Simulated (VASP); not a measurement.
# Pt: single point with PBE

Pt:

```
CELL_PARAMETERS angstrom
-0.09925 1.97504 1.97504
1.97504 -0.09925 1.97504
1.97504 1.97504 -0.09925
ATOMIC_POSITIONS crystal
Pt 0.00000 0.00000 0.00000
```

| Item | Value |
| --- | --- |
| Program | VASP 6.6.1 |
| Task | single point |
| Functional | PBE |
| Potentials or basis | VASP PAW PBE potentials, release 64 (Pt) |
| Cutoff | 520 eV |
| k mesh | 20 × 20 × 20 |
| Occupations | gaussian, width 0.15 eV |
| Spin | no spin polarisation |

```json
{
  "Pressure": "-11.3 GPa",
  "Band gap on the k mesh": "zero (bands 5 and 6 overlap by 2.22 eV)"
}
```

Stress tensor (GPa, compression positive):
```
-11.34   2.35   2.35
  2.35 -11.34   2.35
  2.35   2.35 -11.34
```

Levels at points of the mesh, in eV from the Fermi level:
```tsv
k point	band 3	band 4	band 5	band 6	band 7	band 8
(0.00, 0.00, 0.00)	-3.58	-2.70	-1.31	-1.31	14.78	18.58
(0.50, 0.00, 0.00)	-2.74	-0.26	-0.25	0.15	4.92	14.58
(0.50, 0.50, 0.00)	-0.10	0.34	0.56	2.01	7.99	10.24
(0.50, 0.50, 0.50)	-3.39	0.22	0.22	0.55	6.20	13.85
```

Wall time 2 min on 1 thread of Intel Xeon 8259CL, with other jobs on the host, peak memory 0.26 GiB.

Caveat: the cell stands under tension; spin-orbit coupling is left out, which moves the levels of the heavy elements.
